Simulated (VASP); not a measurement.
# SnO2 (Pnnm) in VASP: further runs

SnO2 is run at these levels: LDA; tasks: single point.

Everything below comes from runs of VASP 6.6.1. Logs are shortened: lines on timing, memory, paths and dates and some standing lists are left out, and cuts for length are marked.

## (1) The cell of the first run

The structure is orthorhombic, space group Pnnm (No. 58). Conventional cell: a = 4.491 Å, b = 4.491 Å, c = 3.034 Å, α = 90.00°, β = 90.00°, γ = 90.00°. Sn (site symmetry 2/m) has 6 O at 1.82 to 2.04 Å within 2.4 Å. O (site symmetry m) has 3 Sn at 1.82 to 2.04 Å within 2.4 Å.

## (2) Single point, LDA (atoms shifted along a free coordinate)

INCAR reads:

```
SYSTEM = SnO2
  ALGO = Normal
  EDIFF = 1E-6
  ENCUT = 520
  GGA = CA
  ISIF = 2
  ISMEAR = 0
  LASPH = .True.
  LCHARG = .False.
  LREAL = .False.
  LWAVE = .False.
  NBANDS = 35
  NELM = 80
  PREC = Accurate
  SIGMA = 0.05
```

KPOINTS reads:

```
k-points
0
Gamma
  6 6 8
  0 0 0
```

POSCAR reads:

```
SnO2
1.0
    4.4907696718      0.0000000000      0.0000000000
    0.0000000000      4.4913213421      0.0000000000
    0.0000000000      0.0000000000      3.0339885145
Sn O
2 4
Direct
    0.5000000000      0.5000000000      0.5000000000
    0.0000000000      0.0000000000      0.0000000000
    0.3059833077      0.2672588243      0.0000000000
    0.8059833077      0.2327411757      0.5000000000
    0.1940166923      0.7672588243      0.5000000000
    0.6940166923      0.7327411757      0.0000000000
```

Potentials or basis: VASP PAW LDA potentials, release 64 (Sn_d, O).

Started as:

```sh
> cat potpaw_LDA.64/Sn_d/POTCAR potpaw_LDA.64/O/POTCAR > POTCAR
> mpirun -np 1 vasp_std > vasp.out
```

OUTCAR:

```text
SYSTEM = SnO2
   EDIFF = 1E-6
   ENCUT = 520
   GGA = CA
   ISIF = 2
   ISMEAR = 0
   LASPH = .True.
   LREAL = .False.
   NELM = 80
   PREC = Accurate

 ion  position               nearest neighbor table
   1  0.500  0.500  0.500-   5 1.82   4 1.82   6 2.04   6 2.04   3 2.04   3 2.04   2 3.52   2 3.52
                             2 3.52   2 3.52   2 3.52   2 3.52   2 3.52   2 3.52
   2  0.000  0.000  0.000-   3 1.82   6 1.82   4 2.04   4 2.04   5 2.04   5 2.04   1 3.52   1 3.52
                             1 3.52   1 3.52   1 3.52   1 3.52   1 3.52   1 3.52
   3  0.306  0.267  0.000-   2 1.82   1 2.04   1 2.04
   4  0.806  0.233  0.500-   1 1.82   2 2.04   2 2.04
   5  0.194  0.767  0.500-   1 1.82   2 2.04   2 2.04
   6  0.694  0.733  0.000-   2 1.82   1 2.04   1 2.04

  LATTYP: Found a simple orthorhombic cell.
 ALAT       =     3.0339885145
 B/A-ratio  =     1.4801538141
 C/A-ratio  =     1.4803356442

  Lattice vectors:

 A1 = (   0.0000000000,   0.0000000000,   3.0339885145)
 A2 = (   4.4907696718,   0.0000000000,   0.0000000000)
 A3 = (   0.0000000000,   4.4913213421,   0.0000000000)

Analysis of symmetry for initial positions (statically):
=====================================================================
 Subroutine PRICEL returns:
 Original cell was already a primitive cell.

 Routine SETGRP: Setting up the symmetry group for a
 simple orthorhombic supercell.

 Subroutine GETGRP returns: Found  8 space group operations
 (whereof  4 operations were pure point group operations)
 out of a pool of  8 trial point group operations.

The static configuration has the point symmetry C_2h.
 The point group associated with its full space group is D_2h.

Analysis of symmetry for dynamics (positions and initial velocities):
=====================================================================
 Subroutine PRICEL returns:
 Original cell was already a primitive cell.

 Routine SETGRP: Setting up the symmetry group for a
 simple orthorhombic supercell.

 Subroutine GETGRP returns: Found  8 space group operations
 (whereof  4 operations were pure point group operations)
 out of a pool of  8 trial point group operations.

The dynamic configuration has the point symmetry C_2h.
 The point group associated with its full space group is D_2h.

 Subroutine INISYM returns: Found  8 space group operations
 (whereof  4 operations are pure point group operations),
 and found     1 'primitive' translations

----------------------------------------------------------------------------------------

                                     Primitive cell

  volume of cell :      61.1940

  direct lattice vectors                    reciprocal lattice vectors
     4.490769672  0.000000000  0.000000000     0.222678978  0.000000000  0.000000000
     0.000000000  4.491321342  0.000000000     0.000000000  0.222651626  0.000000000
     0.000000000  0.000000000  3.033988514     0.000000000  0.000000000  0.329599138

  length of vectors
     4.490769672  4.491321342  3.033988514     0.222678978  0.222651626  0.329599138

  position of ions in fractional coordinates (direct lattice)
     0.500000000  0.500000000  0.500000000
     0.000000000  0.000000000  0.000000000
     0.305983308  0.267258824  0.000000000
     0.805983308  0.232741176  0.500000000
     0.194016692  0.767258824  0.500000000
     0.694016692  0.732741176  0.000000000

  ion indices of the primitive-cell ions
   primitive index   ion index
                 1           1
                 2           2
                 3           3
                 4           4
                 5           5
                 6           6

----------------------------------------------------------------------------------------

 KPOINTS: k-points

Automatic generation of k-mesh.
 Grid dimensions read from file:
 generate k-points for:    6    6    8

 Generating k-lattice:

  Cartesian coordinates                     Fractional coordinates (reciprocal lattice)
     0.037113163  0.000000000  0.000000000     0.166666667  0.000000000  0.000000000
     0.000000000  0.037108604  0.000000000     0.000000000  0.166666667  0.000000000
     0.000000000  0.000000000  0.041199892     0.000000000  0.000000000  0.125000000

  Length of vectors
     0.037113163  0.037108604  0.041199892

  Shift w.r.t. Gamma in fractional coordinates (k-lattice)
     0.000000000  0.000000000  0.000000000

 Subroutine IBZKPT returns following result:
 ===========================================

 Found     80 irreducible k-points:

 Following reciprocal coordinates:
            Coordinates               Weight
  0.000000  0.000000  0.000000      1.000000
  0.166667  0.000000  0.000000      2.000000
  0.333333  0.000000  0.000000      2.000000
  0.500000  0.000000  0.000000      1.000000
  0.000000  0.166667  0.000000      2.000000
  0.166667  0.166667  0.000000      4.000000
[... 16 lines left out ...]
  0.333333  0.166667  0.125000      8.000000
  0.500000  0.166667  0.125000      4.000000
 [... further k-points ...]
   k-points           NKPTS =     80   k-points in BZ     NKDIM =     80   number of bands    NBANDS=     35
   number of dos      NEDOS =    301   number of ions     NIONS =      6
   total plane-waves  NPLWV =  31104
   dimension x,y,z NGX =    36 NGY =   36 NGZ =   24
   dimension x,y,z NGXF=    72 NGYF=   72 NGZF=   48
   ions per type =               2   4
   NGX,Y,Z   is equivalent  to a cutoff of  13.33, 13.33, 13.15 a.u.
   NGXF,Y,Z  is equivalent  to a cutoff of  26.65, 26.65, 26.30 a.u.
 SYSTEM =  SnO2
   PREC   = accura    normal or accurate (medium, high low for compatibility)
   ISTART =      0    job   : 0-new  1-cont  2-samecut
   ICHARG =      2    charge: 1-file 2-atom 10-const
   ISPIN  =      1    spin polarized calculation?
   LNONCOLLINEAR =      F non collinear calculations
   LSORBIT =      F    spin-orbit coupling
   LASPH  =      T    aspherical Exc in radial PAW
   ENCUT  =  520.0 eV  38.22 Ry    6.18 a.u.   8.35  8.35  5.64*2*pi/ulx,y,z
   NELM   =     80;   NELMIN=  2; NELMDL= -5     # of ELM steps
   EDIFF  = 0.1E-05   stopping-criterion for ELM
   LREAL  =      F    real-space projection
[... 7 lines left out ...]
   TEBEG  =    0.0;   TEEND  =   0.0 temperature during run
   PSTRESS=    0.0 pullay stress
   NELECT =      52.0000    total number of electrons
   NUPDOWN=      -1.0000    fix difference up-down
   EMIN   =  10.00;   EMAX   =-10.00  energy-range for DOS
   EFERMI =   0.00;   METHOD = LEGACY
   ISMEAR =     0;   SIGMA  =   0.05  broadening in eV -4-tet -1-fermi 0-gaus
   EFERMI_NEDOS =   21; number of points for ismear=-14 and -15
   IALGO  =     38    algorithm
   IMIX   =      4    mixing-type and parameters
     AMIX     =   0.40;   BMIX     =  1.00
     AMIX_MAG =   1.60;   BMIX_MAG =  1.00
  volume/ion in A,a.u.               =      10.20        68.83
  Fermi-wavevector in a.u.,A,eV,Ry     =   1.550623  2.930253 32.714296  2.404433
  Thomas-Fermi vector in A             =   2.655260
   LORBIT       =      0    0 simple, 1 ext, 2 COOP (PROOUT), +10 PAW based schemes
   GGA     = CA    functional components
   LHFCALC =     F    Hartree Fock is set to
   AEXX    =    0.0000 exact exchange contribution
   IVDW    =     0    specifies the selected vdW correction
   LEPSILON=     F    determine dielectric tensor
   LRPA    =     F    only Hartree local field effects (RPA)
 non-spin polarized calculation
 Gauss-broadening in eV      SIGMA  =   0.05
  energy-cutoff  :      520.00
  volume of cell :       61.19
 maximum number of plane-waves:      1671
 NGX is ok and might be reduce to    36
   NGX = 17   NGY = 17   NGZ = 11

 number of electron      52.0000014 magnetization

 Free energy of the ion-electron system (eV)
  ---------------------------------------------------
  ext. energy  EPLUGINS =         0.00000000
  ---------------------------------------------------
  free energy    TOTEN  =       -40.11870700 eV

  energy without entropy =      -40.11870700  energy(sigma->0) =      -40.11870700

 E-fermi :   8.0668     XC(G=0): -12.6647

 val. band max:        7.8142281365   @ k =   0.0000   0.0000   0.0000
 cond. band min:      10.6835478659   @ k =   0.0000   0.0000   0.0000
 fundamental gap:      2.8693197295
 Fermi energy:         8.0668423228

 k-point     1 :       0.0000    0.0000    0.0000
  band No.  band energies     occupation
      1     -13.7969      2.00000
      2     -12.8878      2.00000
      3     -12.1112      2.00000
      4     -11.9127      2.00000
      5     -11.8000      2.00000
      6     -11.7887      2.00000
[... 27 lines left out ...]
     34      22.1442      0.00000
     35      22.2484      0.00000

 k-point     2 :       0.1667    0.0000    0.0000
  band No.  band energies     occupation
      1     -13.7385      2.00000
      2     -12.8889      2.00000
      3     -12.1413      2.00000
      4     -11.9155      2.00000
      5     -11.7922      2.00000
      6     -11.7825      2.00000
[... 27 lines left out ...]
     34      22.0479      0.00000
     35      22.1000      0.00000

 k-point     3 :       0.3333    0.0000    0.0000
  band No.  band energies     occupation
      1     -13.5678      2.00000
      2     -13.0254      2.00000
      3     -12.0967      2.00000
      4     -11.9303      2.00000
      5     -11.7746      2.00000
      6     -11.7692      2.00000
[... 27 lines left out ...]
     34      21.6120      0.00000
     35      21.7118      0.00000

 k-point     4 :       0.5000    0.0000    0.0000
  band No.  band energies     occupation
      1     -13.3062      2.00000
      2     -13.3062      2.00000
      3     -11.9822      2.00000
      4     -11.9822      2.00000
      5     -11.7634      2.00000
      6     -11.7634      2.00000
[... 27 lines left out ...]
     34      21.3348      0.00000
     35      21.3842      0.00000

 k-point     5 :       0.0000    0.1667    0.0000
  band No.  band energies     occupation
      1     -13.7393      2.00000
      2     -12.8970      2.00000
      3     -12.1365      2.00000
      4     -11.9150      2.00000
      5     -11.7928      2.00000
      6     -11.7821      2.00000
[... 638 lines left out ...]
 k-point    22 :       0.1667    0.1667    0.1250
  band No.  band energies     occupation
      1     -13.6465      2.00000
      2     -12.9849      2.00000
      3     -12.0207      2.00000
      4     -12.0007      2.00000
      5     -11.9023      2.00000
      6     -11.8154      2.00000
[... 27 lines left out ...]
     34      21.5591      0.00000
     35      21.8187      0.00000

 k-point    23 :       0.3333    0.1667    0.1250
  band No.  band energies     occupation
      1     -13.5338      2.00000
      2     -13.1427      2.00000
      3     -12.0228      2.00000
      4     -12.0118      2.00000
      5     -11.8514      2.00000
      6     -11.7753      2.00000
[... 27 lines left out ...]
     34      21.0763      0.00000
     35      21.4354      0.00000

 k-point    24 :       0.5000    0.1667    0.1250
  band No.  band energies     occupation
      1     -13.3527      2.00000
      2     -13.3527      2.00000
      3     -12.0192      2.00000
      4     -12.0192      2.00000
      5     -11.8043      2.00000
      6     -11.8043      2.00000
[... 27 lines left out ...]
     34      20.4567      0.00000
     35      21.2856      0.00000

 [... further k-points ...]
[... 5 lines left out ...]
  --------------------------------------------------------------------------------------
  -------------------------------------------------------------------------------------
  Total       22.9112285     18.2291334     14.4276758      0.0000000      0.0000000      0.0000000
  in kB      599.8602945    477.2739847    377.7444712      0.0000000      0.0000000      0.0000000
  external PRESSURE =     484.9595835 kB  Pullay stress =       0.0000000 kB

 VOLUME and BASIS-vectors are now :
 -----------------------------------------------------------------------------
  energy-cutoff  :      520.00
  volume of cell :       61.19
      direct lattice vectors                 reciprocal lattice vectors
     4.490769672  0.000000000  0.000000000     0.222678978  0.000000000  0.000000000
     0.000000000  4.491321342  0.000000000     0.000000000  0.222651626  0.000000000
     0.000000000  0.000000000  3.033988514     0.000000000  0.000000000  0.329599138

 POSITION                                       TOTAL-FORCE (eV/Angst)
 -----------------------------------------------------------------------------------
      2.24538      2.24566      1.51699         0.000000      0.000000      0.000000
      0.00000      0.00000      0.00000         0.000000      0.000000      0.000000
      1.37410      1.20035      0.00000         3.030492      2.732805      0.000000
      3.61949      1.04532      1.51699         3.030492     -2.732805      0.000000
      0.87128      3.44601      1.51699        -3.030492      2.732805      0.000000
      3.11667      3.29098      0.00000        -3.030492     -2.732805      0.000000
 -----------------------------------------------------------------------------------
    total drift:                                0.000000     -0.000000      0.000000

  FREE ENERGIE OF THE ION-ELECTRON SYSTEM (eV)
  ---------------------------------------------------
  free  energy   TOTEN  =       -40.1187069987 eV

  energy  without entropy=      -40.1187069987  energy(sigma->0) =      -40.11870700
```

Wall time 58 s (1 thread of Intel Xeon 6975P-C (Granite Rapids), shared host); peak memory 0.24 GiB.

Results:

```yaml
Free_energy: -40.1187 eV
Pressure: 48.5 GPa
Largest_force: 4.081 eV/Å
Band_gap_on_the_k_mesh: 2.87 eV
```

Forces in eV/Å, atoms in the order of the input:
```
Sn   0.000  0.000  0.000
Sn   0.000  0.000  0.000
O    3.030  2.733  0.000
O    3.030 -2.733  0.000
O   -3.030  2.733  0.000
O   -3.030 -2.733  0.000
```

Caveat: the cell differs from its parent crystal (atoms shifted along a free coordinate); the stress differs along the axes, from 38 to 60 GPa; spin-orbit coupling is left out, which moves the levels of the heavy elements; forces of over 1 eV/Å act on the atoms, so gaps and moduli don't describe the material at rest.

[end of part 1 of 2]
